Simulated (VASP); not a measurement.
Here is a VASP 6.6.1 calculation.

The input INCAR:

```
  PREC = Accurate
  ENCUT = 520
  EDIFF = 1E-7
  ISMEAR = -1
  SIGMA = 0.1
  LREAL = F
  LASPH = T
  NELM = 60
  ALGO = Normal
  ISIF = 2
  LWAVE = F
  LCHARG = T
  GGA = PE
  LELF = T
  LVHAR = T
  NBANDS = 12
```

The input KPOINTS:

```
regular mesh
0
Gamma
  17 17 17
```

The input POSCAR:

```
Au
1.0
    0.0000000000      2.0787358364      2.0787358364
    2.0787358364      0.0000000000      2.0787358364
    2.0787358364      2.0787358364      0.0000000000
Au
1
Direct
    0.0000000000      0.0000000000      0.0000000000
```

Potentials or basis: VASP PAW PBE potentials, release 64 (Au).

Run with:

```console
$ cat potpaw_PBE.64/Au/POTCAR > POTCAR
$ mpirun -np 1 vasp_std > vasp.out
```

(1) Predict the pressure.

## Answers

(1) -0.2 GPa.
